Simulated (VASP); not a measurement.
# Ta2N (P-3m1) in VASP: a series of runs

The runs below take Ta2N through single point, with PBE, LDA.

Program: VASP 6.6.1. These are calculated values, not measurements. Logs are shortened: lines on timing, memory, paths and dates and some standing lists are left out, and cuts for length are marked.

### 1 The cell of the first run

Symmetry: P-3m1, No. 164, trigonal system. The conventional cell has a = 3.113 Å, b = 3.113 Å, c = 4.870 Å, α = 90.00°, β = 90.00°, γ = 120.00°. Within 2.9 Å of Ta (site symmetry 3m) lie 3 N at 2.18 Å. N (site symmetry -3m) has 6 Ta at 2.18 Å within 2.9 Å.

### 2 Single point, PBE

File INCAR:

```
SYSTEM = Ta2N
  PREC = Accurate
  ENCUT = 600
  EDIFF = 1E-6
  ISMEAR = -1
  SIGMA = 0.04
  LREAL = .FALSE.
  LASPH = .TRUE.
  NELM = 120
  ALGO = Normal
  ISIF = 2
  LWAVE = .FALSE.
  LCHARG = .FALSE.
  GGA = PE
  NBANDS = 20
  GGA_COMPAT = .FALSE.
```

File KPOINTS:

```
regular mesh
0
G
  5 5 3
  0 0 0
```

File POSCAR:

```
Ta2N
1.0
    3.1128615060      0.0000000000      0.0000000000
   -1.5564307530      2.6958171426      0.0000000000
    0.0000000000      0.0000000000      4.8698410000
Ta N
2 1
Direct
    0.3333333333      0.6666666667      0.2547110000
    0.6666666667      0.3333333333      0.7452890000
    0.0000000000      0.0000000000      0.0000000000
```

Potentials or basis: VASP PAW PBE potentials, release 64 (Ta_pv, N).

Started as:

```sh
cat potpaw_PBE.64/Ta_pv/POTCAR potpaw_PBE.64/N/POTCAR > POTCAR
mpirun -np 1 vasp_std > vasp.out
```

OUTCAR:

```text
SYSTEM = Ta2N
   PREC = Accurate
   ENCUT = 600
   EDIFF = 1E-6
   ISMEAR = -1
   LREAL = .FALSE.
   LASPH = .TRUE.
   NELM = 120
   ISIF = 2
   GGA = PE

 ion  position               nearest neighbor table
   1  0.333  0.667  0.255-   3 2.18   3 2.18   3 2.18   2 2.99   2 2.99   2 2.99   2 3.06   2 3.06
                             2 3.06
   2  0.667  0.333  0.745-   3 2.18   3 2.18   3 2.18   1 2.99   1 2.99   1 2.99   1 3.06   1 3.06
                             1 3.06
   3  0.000  0.000  0.000-   1 2.18   2 2.18   1 2.18   2 2.18   2 2.18   1 2.18

  LATTYP: Found a hexagonal cell.
 ALAT       =     3.1128615060
 C/A-ratio  =     1.5644258476

  Lattice vectors:

 A1 = (   3.1128615060,   0.0000000000,   0.0000000000)
 A2 = (  -1.5564307530,   2.6958171426,   0.0000000000)
 A3 = (   0.0000000000,   0.0000000000,   4.8698410000)

Analysis of symmetry for initial positions (statically):
=====================================================================
 Subroutine PRICEL returns:
 Original cell was already a primitive cell.

 Routine SETGRP: Setting up the symmetry group for a
 hexagonal supercell.

 Subroutine GETGRP returns: Found 12 space group operations
 (whereof 12 operations were pure point group operations)
 out of a pool of 24 trial point group operations.

The static configuration has the point symmetry D_3d.

Analysis of symmetry for dynamics (positions and initial velocities):
=====================================================================
 Subroutine PRICEL returns:
 Original cell was already a primitive cell.

 Routine SETGRP: Setting up the symmetry group for a
 hexagonal supercell.

 Subroutine GETGRP returns: Found 12 space group operations
 (whereof 12 operations were pure point group operations)
 out of a pool of 24 trial point group operations.

The dynamic configuration has the point symmetry D_3d.

 Subroutine INISYM returns: Found 12 space group operations
 (whereof 12 operations are pure point group operations),
 and found     1 'primitive' translations

----------------------------------------------------------------------------------------

                                     Primitive cell

  volume of cell :      40.8663

  direct lattice vectors                    reciprocal lattice vectors
     3.112861506  0.000000000  0.000000000     0.321247829  0.185472520  0.000000000
    -1.556430753  2.695817143  0.000000000     0.000000000  0.370945041  0.000000000
     0.000000000  0.000000000  4.869841000     0.000000000  0.000000000  0.205345513

  length of vectors
     3.112861506  3.112861506  4.869841000     0.370945041  0.370945041  0.205345513

  position of ions in fractional coordinates (direct lattice)
     0.333333333  0.666666667  0.254711000
     0.666666667  0.333333333  0.745289000
     0.000000000  0.000000000  0.000000000

  ion indices of the primitive-cell ions
   primitive index   ion index
                 1           1
                 2           2
                 3           3

----------------------------------------------------------------------------------------

 KPOINTS: regular mesh

Automatic generation of k-mesh.
 Grid dimensions read from file:
 generate k-points for:    5    5    3

 Generating k-lattice:

  Cartesian coordinates                     Fractional coordinates (reciprocal lattice)
     0.064249566  0.037094504  0.000000000     0.200000000  0.000000000  0.000000000
     0.000000000  0.074189008  0.000000000     0.000000000  0.200000000  0.000000000
     0.000000000  0.000000000  0.068448504     0.000000000  0.000000000  0.333333333

  Length of vectors
     0.074189008  0.074189008  0.068448504

  Shift w.r.t. Gamma in fractional coordinates (k-lattice)
     0.000000000  0.000000000  0.000000000

 Subroutine IBZKPT returns following result:
 ===========================================

 Found     12 irreducible k-points:

 Following reciprocal coordinates:
            Coordinates               Weight
  0.000000  0.000000  0.000000      1.000000
  0.200000 -0.000000  0.000000      6.000000
  0.400000 -0.000000  0.000000      6.000000
  0.200000  0.200000  0.000000      6.000000
  0.400000  0.200000  0.000000      6.000000
  0.000000  0.000000  0.333333      2.000000
  0.200000 -0.000000  0.333333      6.000000
  0.000000  0.200000  0.333333      6.000000
  0.400000 -0.000000  0.333333      6.000000
  0.000000  0.400000  0.333333      6.000000
  0.200000  0.200000  0.333333     12.000000
  0.400000  0.200000  0.333333     12.000000
   k-points           NKPTS =     12   k-points in BZ     NKDIM =     12   number of bands    NBANDS=     20
   number of dos      NEDOS =    301   number of ions     NIONS =      3
   total plane-waves  NPLWV =  31360
   dimension x,y,z NGX =    28 NGY =   28 NGZ =   40
   dimension x,y,z NGXF=    56 NGYF=   56 NGZF=   80
   ions per type =               2   1
   NGX,Y,Z   is equivalent  to a cutoff of  14.95, 14.95, 13.66 a.u.
   NGXF,Y,Z  is equivalent  to a cutoff of  29.91, 29.91, 27.31 a.u.
 SYSTEM =  Ta2N
   PREC   = accura    normal or accurate (medium, high low for compatibility)
   ISTART =      0    job   : 0-new  1-cont  2-samecut
   ICHARG =      2    charge: 1-file 2-atom 10-const
   ISPIN  =      1    spin polarized calculation?
   LNONCOLLINEAR =      F non collinear calculations
   LSORBIT =      F    spin-orbit coupling
   LASPH  =      T    aspherical Exc in radial PAW
   ENCUT  =  600.0 eV  44.10 Ry    6.64 a.u.   6.22  6.22  9.73*2*pi/ulx,y,z
   NELM   =    120;   NELMIN=  2; NELMDL= -5     # of ELM steps
   EDIFF  = 0.1E-05   stopping-criterion for ELM
   LREAL  =      F    real-space projection
   EDIFFG = 0.1E-04   stopping-criterion for IOM
   NSW    =      0    number of steps for IOM
   IBRION =     -1    ionic relax: 0-MD 1-quasi-New 2-CG
   NFREE  =      0    steps in history (QN), initial steepest desc. (CG)
   ISIF   =      2    stress and relaxation
   ISYM   =      2    0-nonsym 1-usesym 2-fastsym
   POTIM  = 0.5000    time-step for ionic-motion
   TEBEG  =    0.0;   TEEND  =   0.0 temperature during run
   PSTRESS=    0.0 pullay stress
   NELECT =      27.0000    total number of electrons
   NUPDOWN=      -1.0000    fix difference up-down
   EMIN   =  10.00;   EMAX   =-10.00  energy-range for DOS
   EFERMI =   0.00;   METHOD = LEGACY
   ISMEAR =    -1;   SIGMA  =   0.04  broadening in eV -4-tet -1-fermi 0-gaus
   EFERMI_NEDOS =   21; number of points for ismear=-14 and -15
   IALGO  =     38    algorithm
   IMIX   =      4    mixing-type and parameters
     AMIX     =   0.40;   BMIX     =  1.00
     AMIX_MAG =   1.60;   BMIX_MAG =  1.00
  volume/ion in A,a.u.               =      13.62        91.93
  Fermi-wavevector in a.u.,A,eV,Ry     =   1.425852  2.694469 27.661374  2.033054
  Thomas-Fermi vector in A             =   2.546192
   LORBIT       =      0    0 simple, 1 ext, 2 COOP (PROOUT), +10 PAW based schemes
   GGA     = PE    functional components
   LHFCALC =     F    Hartree Fock is set to
   AEXX    =    0.0000 exact exchange contribution
   IVDW    =     0    specifies the selected vdW correction
   LEPSILON=     F    determine dielectric tensor
   LRPA    =     F    only Hartree local field effects (RPA)
 non-spin polarized calculation
  energy-cutoff  :      600.00
  volume of cell :       40.87
 maximum number of plane-waves:      1387
 NGX is ok and might be reduce to    28
   NGX = 13   NGY = 13   NGZ = 19

 number of electron      26.9999997 magnetization

 Free energy of the ion-electron system (eV)
  ---------------------------------------------------
  ext. energy  EPLUGINS =         0.00000000
  ---------------------------------------------------
  free energy    TOTEN  =       -34.32692113 eV

  energy without entropy =      -34.31301945  energy(sigma->0) =      -34.31997029

 E-fermi :   7.4191     XC(G=0): -12.8468

 val. band max:        7.4063995115   @ k =   0.2000  -0.0000   0.0000
 cond. band min:       7.4312950553   @ k =   0.0000   0.4000   0.3333
 fundamental gap:      0.0248955438
 Fermi energy:         7.4191472989

 k-point     1 :       0.0000    0.0000    0.0000
  band No.  band energies     occupation
      1     -28.2095      2.00000
      2     -27.5178      2.00000
      3     -27.5178      2.00000
      4     -27.3927      2.00000
      5     -27.3927      2.00000
      6     -27.2556      2.00000
[... 12 lines left out ...]
     19       8.6186      0.00000
     20      12.3953      0.00000

 k-point     2 :       0.2000   -0.0000    0.0000
  band No.  band energies     occupation
      1     -28.0984      2.00000
      2     -27.7283      2.00000
      3     -27.5954      2.00000
      4     -27.5897      2.00000
      5     -27.4132      2.00000
      6     -27.3030      2.00000
[... 12 lines left out ...]
     19      10.9775      0.00000
     20      12.0014      0.00000

 k-point     3 :       0.4000   -0.0000    0.0000
  band No.  band energies     occupation
      1     -28.0784      2.00000
      2     -27.8903      2.00000
      3     -27.8487      2.00000
      4     -27.6932      2.00000
      5     -27.4574      2.00000
      6     -27.4406      2.00000
[... 12 lines left out ...]
     19      11.6722      0.00000
     20      12.2964      0.00000

 k-point     4 :       0.2000    0.2000    0.0000
  band No.  band energies     occupation
      1     -27.9544      2.00000
      2     -27.8868      2.00000
      3     -27.8704      2.00000
      4     -27.6470      2.00000
      5     -27.5277      2.00000
      6     -27.4010      2.00000
[... 12 lines left out ...]
     19      12.3873      0.00000
     20      12.6290      0.00000

 k-point     5 :       0.4000    0.2000    0.0000
  band No.  band energies     occupation
      1     -28.0848      2.00000
      2     -27.8789      2.00000
      3     -27.8017      2.00000
      4     -27.7232      2.00000
      5     -27.6011      2.00000
      6     -27.5355      2.00000
[... 12 lines left out ...]
     19      11.6922      0.00000
     20      13.4854      0.00000

 k-point     6 :       0.0000    0.0000    0.3333
  band No.  band energies     occupation
      1     -27.9866      2.00000
      2     -27.5073      2.00000
      3     -27.4880      2.00000
      4     -27.4880      2.00000
      5     -27.4228      2.00000
      6     -27.4228      2.00000
[... 12 lines left out ...]
     19       9.8032      0.00000
     20      10.0377      0.00000

 k-point     7 :       0.2000   -0.0000    0.3333
  band No.  band energies     occupation
      1     -27.9718      2.00000
      2     -27.7444      2.00000
      3     -27.6170      2.00000
      4     -27.5528      2.00000
      5     -27.4509      2.00000
      6     -27.4056      2.00000
[... 12 lines left out ...]
     19      10.5695      0.00000
     20      11.2756      0.00000

 k-point     8 :       0.0000    0.2000    0.3333
  band No.  band energies     occupation
      1     -27.9949      2.00000
      2     -27.7147      2.00000
      3     -27.6118      2.00000
      4     -27.5395      2.00000
      5     -27.4645      2.00000
      6     -27.4164      2.00000
[... 12 lines left out ...]
     19      10.6271      0.00000
     20      12.0492      0.00000

 k-point     9 :       0.4000   -0.0000    0.3333
  band No.  band energies     occupation
      1     -28.1216      2.00000
      2     -28.0610      2.00000
      3     -27.6383      2.00000
      4     -27.6342      2.00000
      5     -27.5143      2.00000
      6     -27.4333      2.00000
[... 12 lines left out ...]
     19      12.6020      0.00000
     20      12.8023      0.00000

 k-point    10 :       0.0000    0.4000    0.3333
  band No.  band energies     occupation
      1     -28.1701      2.00000
      2     -28.0150      2.00000
      3     -27.6323      2.00000
      4     -27.6137      2.00000
      5     -27.5204      2.00000
      6     -27.4501      2.00000
[... 12 lines left out ...]
     19      11.6007      0.00000
     20      13.6080      0.00000

 k-point    11 :       0.2000    0.2000    0.3333
  band No.  band energies     occupation
      1     -28.0462      2.00000
      2     -27.9544      2.00000
      3     -27.6870      2.00000
      4     -27.6421      2.00000
      5     -27.5510      2.00000
      6     -27.4040      2.00000
[... 12 lines left out ...]
     19      11.5604      0.00000
     20      12.7079      0.00000

 k-point    12 :       0.4000    0.2000    0.3333
  band No.  band energies     occupation
      1     -28.1114      2.00000
      2     -28.0246      2.00000
      3     -27.8324      2.00000
      4     -27.6971      2.00000
      5     -27.5141      2.00000
      6     -27.4346      2.00000
[... 12 lines left out ...]
     19      12.3647      0.00000
     20      12.9872      0.00000

------------------------ aborting loop because EDIFF is reached ----------------------------------------

  FORCE on cell =-STRESS in cart. coord.  units (eV):
  Direction    XX          YY          ZZ          XY          YZ          ZX
  --------------------------------------------------------------------------------------
  -------------------------------------------------------------------------------------
  Total       -0.3886426     -0.3886426      0.2739602      0.0000000      0.0000000      0.0000000
  in kB      -15.2368780    -15.2368780     10.7407115      0.0000000      0.0000000      0.0000000
  external PRESSURE =      -6.5776815 kB  Pullay stress =       0.0000000 kB

 VOLUME and BASIS-vectors are now :
 -----------------------------------------------------------------------------
  energy-cutoff  :      600.00
  volume of cell :       40.87
      direct lattice vectors                 reciprocal lattice vectors
     3.112861506  0.000000000  0.000000000     0.321247829  0.185472520  0.000000000
    -1.556430753  2.695817143  0.000000000     0.000000000  0.370945041  0.000000000
     0.000000000  0.000000000  4.869841000     0.000000000  0.000000000  0.205345513

 POSITION                                       TOTAL-FORCE (eV/Angst)
 -----------------------------------------------------------------------------------
     -0.00000      1.79721      1.24040        -0.000000     -0.000000     -0.601771
      1.55643      0.89861      3.62944         0.000000      0.000000      0.601771
      0.00000      0.00000      0.00000         0.000000      0.000000     -0.000000
 -----------------------------------------------------------------------------------
    total drift:                                0.000000     -0.000000     -0.000000

  FREE ENERGIE OF THE ION-ELECTRON SYSTEM (eV)
  ---------------------------------------------------
  free  energy   TOTEN  =       -34.3269211268 eV

  energy  without entropy=      -34.3130194533  energy(sigma->0) =      -34.31997029
```

Run time: 29 s. Hardware: 1 thread of Intel Xeon 8259CL, shared host; peak memory 0.18 GiB.

Results:

```
Free energy   : -34.3269 eV
Pressure      : -0.7 GPa
Largest force : 0.602 eV/Å
```

Forces on the atoms (eV/Å):
```
Ta   0.000  0.000 -0.602
Ta   0.000  0.000  0.602
N    0.000  0.000  0.000
```

Levels at points of the mesh, in eV from the Fermi level:
```csv
k point,band 9,band 10,band 11,band 12,band 13,band 14,band 15,band 16,band 17,band 18
"(0.00, 0.00, 0.00)",-5.98,-5.98,-4.93,-0.60,-0.19,-0.19,0.33,0.33,0.33,1.20
```

Caveat: the k points lie up to 0.47 Å⁻¹ apart; spin-orbit coupling is left out, which moves the levels of the heavy elements.

### 3 Single point, LDA

This run uses another cell than the first one, of 13.89 Å³/atom, 1.020 times its volume.

File INCAR:

```
SYSTEM = Ta2N
PREC = Accurate ; ENCUT = 600
EDIFF = 1E-6 ; ISMEAR = -1
SIGMA = 0.05 ; LREAL = .False.
LASPH = .True. ; NELM = 120
ALGO = Normal ; ISIF = 2
LWAVE = .False. ; LCHARG = .False.
GGA = CA ; NBANDS = 22
GGA_COMPAT = .False.
```

File KPOINTS:

```
Automatic mesh
0
Gamma
  10 10 6
  0 0 0
```

File POSCAR:

```
Ta2N
1.0
    3.1334770837      0.0000000000      0.0000000000
   -1.5667385418      2.7136707566      0.0000000000
    0.0000000000      0.0000000000      4.9020925425
Ta N
2 1
Direct
    0.3333333333      0.6666666667      0.2547110000
    0.6666666667      0.3333333333      0.7452890000
    0.0000000000      0.0000000000      0.0000000000
```

Potentials or basis: VASP PAW LDA potentials, release 64 (Ta_sv_GW, N).

Started as:

```sh
cat potpaw_LDA.64/Ta_sv_GW/POTCAR potpaw_LDA.64/N/POTCAR > POTCAR
mpirun -np 1 vasp_std > vasp.out
```

Run time: 65 s. Hardware: 1 thread of Intel Xeon Platinum 8375C at 2.90GHz (Ice Lake), shared host; peak memory 0.22 GiB.

It converged, with:

```yaml
Free_energy: -42.4905 eV
Pressure: -18.6 GPa
Largest_force: 0.520 eV/Å
```

Forces in eV/Å, atoms in the order of the input:
```
Ta   0.000  0.000 -0.520
Ta   0.000  0.000  0.520
N    0.000  0.000  0.000
```

Levels at points of the mesh, in eV from the Fermi level:
```tsv
k point	band 13	band 14	band 15	band 16	band 17	band 18
(0.00, 0.00, 0.00)	-4.78	-0.64	-0.25	-0.25	0.24	0.24
(0.50, 0.00, 0.00)	-4.39	-2.48	-1.29	1.71	1.83	3.58
(0.00, 0.00, 0.50)	-2.76	-2.52	-1.10	-1.10	1.75	1.92
(0.50, 0.00, 0.50)	-3.17	-2.03	-2.03	-0.22	0.69	3.15
```

Caveat: spin-orbit coupling is left out, which moves the levels of the heavy elements.

### 4 Single point, LDA

This run uses another cell than the first one, of 13.08 Å³/atom, 0.960 times its volume.

File INCAR:

```
SYSTEM = Ta2N
  ALGO = Normal
  EDIFF = 1E-6
  ENCUT = 600
  GGA = CA
  GGA_COMPAT = .FALSE.
  ISIF = 2
  ISMEAR = -1
  LASPH = .TRUE.
  LCHARG = .FALSE.
  LREAL = .FALSE.
  LWAVE = .FALSE.
  NBANDS = 22
  NELM = 120
  PREC = Accurate
  SIGMA = 0.05
```

File KPOINTS:

```
k-points
0
G
  10 10 6
  0 0 0
```

File POSCAR:

```
Ta2N
1.0
    3.0707906527      0.0000000000      0.0000000000
   -1.5353953264      2.6593827149      0.0000000000
    0.0000000000      0.0000000000      4.8040242697
Ta N
2 1
Direct
    0.3333333333      0.6666666667      0.2547110000
    0.6666666667      0.3333333333      0.7452890000
    0.0000000000      0.0000000000      0.0000000000
```

Started as:

```sh
cat potpaw_LDA.64/Ta_sv_GW/POTCAR potpaw_LDA.64/N/POTCAR > POTCAR
mpirun -np 1 vasp_std > vasp.out
```

Run time: 1.7 min. Hardware: 1 thread of AMD EPYC 7R13 (Zen 3), shared host; peak memory 0.18 GiB.

The run converged. Its results:

- Free energy: -42.6536 eV
- Pressure: -2.3 GPa
- Largest force: 0.174 eV/Å

Forces on the atoms (eV/Å):
```
Ta   0.000  0.000 -0.174
Ta   0.000  0.000  0.174
N    0.000  0.000  0.000
```

Stress tensor (GPa, compression positive):
```
-2.40  0.00  0.00
 0.00 -2.40  0.00
 0.00  0.00 -2.04
```

Levels at points of the mesh, in eV from the Fermi level:
| k point | band 12 | band 13 | band 14 | band 15 | band 16 | band 17 | band 18 | band 19 |
| --- | --- | --- | --- | --- | --- | --- | --- | --- |
| (0.00, 0.00, 0.00) | -6.21 | -4.75 | -0.70 | -0.26 | -0.26 | 0.27 | 0.27 | 0.33 |
| (0.50, 0.00, 0.00) | -6.52 | -4.72 | -2.56 | -1.24 | 1.86 | 2.00 | 3.91 | 4.19 |
| (0.00, 0.00, 0.50) | -6.40 | -2.91 | -2.54 | -1.19 | -1.19 | 1.88 | 2.27 | 2.39 |
| (0.50, 0.00, 0.50) | -6.22 | -3.37 | -2.05 | -2.02 | -0.24 | 0.76 | 3.44 | 3.71 |

Caveat: spin-orbit coupling is left out, which moves the levels of the heavy elements.

### 5 Overview

```tsv
level	potentials or basis	cell	k mesh	smearing	second run	gap on the mesh (eV)	pressure (GPa)	largest force (eV/Å)
PBE	VASP PAW PBE potentials, release 64 (Ta_pv, N)	a = 3.113, b = 3.113, c = 4.870 Å, angles 90.0, 90.0, 120.0°, 3 atoms	5 × 5 × 3	fermi-dirac 0.04 eV	-	none	-0.7	0.60
LDA	VASP PAW LDA potentials, release 64 (Ta_sv_GW, N)	a = 3.133, b = 3.133, c = 4.902 Å, angles 90.0, 90.0, 120.0°, 3 atoms	10 × 10 × 6	fermi-dirac 0.05 eV	valence_matched	none	-18.6	0.52
LDA	VASP PAW LDA potentials, release 64 (Ta_sv_GW, N)	a = 3.071, b = 3.071, c = 4.804 Å, angles 90.0, 90.0, 120.0°, 3 atoms	10 × 10 × 6	fermi-dirac 0.05 eV	valence_matched	none	-2.3	0.17
```

Alike in all rows: task single point; no spin polarisation; cutoff (eV) 600.

Caveats: some runs use coarse meshes; spin-orbit coupling is left out, which moves the levels of the heavy elements.

Total energies depend on the potentials used, so only differences within one code and one set of settings carry meaning.
